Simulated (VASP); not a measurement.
Ba:

```
Ba
1.0
     4.45449    0.00000    0.00000
    -2.22724    3.85770    0.00000
     0.00000    0.00000    7.27418
Ba
2
Direct
  0.33333 0.66667 0.25000
  0.66667 0.33333 0.75000
```

This isn't the form of Ba at room conditions, which is bcc.

| Item | Value |
| --- | --- |
| Program | VASP 6.6.1 |
| Task | relaxation of cell and atoms |
| Functional | PBEsol |
| Potentials or basis | VASP PAW PBE potentials, release 64 (Ba_sv) |
| Cutoff | 600 eV |
| k mesh | 8 × 8 × 5 |
| Occupations | fermi-dirac, width 0.1 eV |
| Spin | no spin polarisation |

At the start: pressure -0.5 GPa; volume 62.50 Å³/atom.

Q: How do energy, volume and symmetry change on relaxing?

A: Over 3 steps the energy falls by 6.3 meV/atom and the volume is 58.61 Å³/atom (-6.2 %); space group P6_3/mmc (No. 194, to 0.1 Å) before and after.

Step by step:
| step | energy change (eV) | largest force (eV/Å) | pressure (GPa) | volume (Å³) |
| --- | --- | --- | --- | --- |
| 1 | 0.0000 | 0.0000 | -0.50 | 125.00 |
| 2 | -0.0088 | 0.0000 | -0.29 | 121.47 |
| 3 | -0.0126 | 0.0000 | 0.00 | 117.22 |

Final structure:
```yaml
crystal:
  lattice:
    - [4.35674, 0.00000, 0.00000]
    - [-2.17837, 3.77305, 0.00000]
    - [0.00000, 0.00000, 7.13087]
  atoms:
    - { symbol: Ba, position: [0.33333, 0.66667, 0.25000] }
    - { symbol: Ba, position: [0.66667, 0.33333, 0.75000] }
```

Caveat: the PAW data sets were made with another functional, which shifts forces and pressure a little.
